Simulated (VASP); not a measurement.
Set up this calculation in VASP 6.6.1, as the native input.

```yaml
Task: single point
Functional: PBE
Potentials_or_basis: VASP PAW PBE potentials, release 64 (Si, O)
Cutoff: 520 eV
k_mesh: 4 × 4 × 4
Occupations: fermi-dirac, width 0.03 eV
Spin: no spin polarisation
Dipole_correction: no
Further_INCAR_settings: ALGO = Normal; EDIFF = 1e-07; NBANDS = 44
```

The structure of SiO2 lies in POSCAR:

```
SiO2
1.0
   -4.4720405200      4.4720405200      2.6117703500
    4.4720405200     -4.4720405200      2.6117703500
    4.4720405200      4.4720405200     -2.6117703500
Si O
4 8
Direct
    0.8231114200      0.8231114200      0.6462228400
    0.1768885800      0.8231114200      0.0000000000
    0.8231114200      0.1768885800      0.0000000000
    0.1768885800      0.1768885800      0.3537771600
    0.0000000000      0.7914513400      0.7914513400
    0.2085486600      0.0000000000      0.2085486600
    0.7914513400      0.0000000000      0.7914513400
    0.0000000000      0.2085486600      0.2085486600
    0.0000000000      0.0000000000      0.5000000000
    0.5000000000      0.0000000000      0.0000000000
    0.0000000000      0.5000000000      0.0000000000
    0.5000000000      0.5000000000      0.5000000000
```

These files were run (other wordings do the same):

INCAR

```
PREC = Accurate
ENCUT = 520
EDIFF = 1E-7
ISMEAR = -1
SIGMA = 0.03
LREAL = False
LASPH = True
NELM = 80
ALGO = Normal
ISIF = 2
LWAVE = False
LCHARG = False
GGA = PE
NBANDS = 44
```

KPOINTS

```
Automatic mesh
0
Gamma
  4 4 4
```

Potentials or basis: VASP PAW PBE potentials, release 64 (Si, O).

Run with:

```console
$ cat potpaw_PBE.64/Si/POTCAR potpaw_PBE.64/O/POTCAR > POTCAR
$ mpirun -np 1 vasp_std > vasp.out
```

It gave:

```json
{
 "Pressure": "3.7 GPa",
 "Largest force": "0.204 eV/Å",
 "Band gap on the k mesh": "5.45 eV, indirect (least direct gap 5.46 eV)"
}
```

Run time: 4 min on 1 thread of AMD EPYC 7R43 64-Core Processor (Zen 3), on a shared host, peak memory 0.37 GiB.
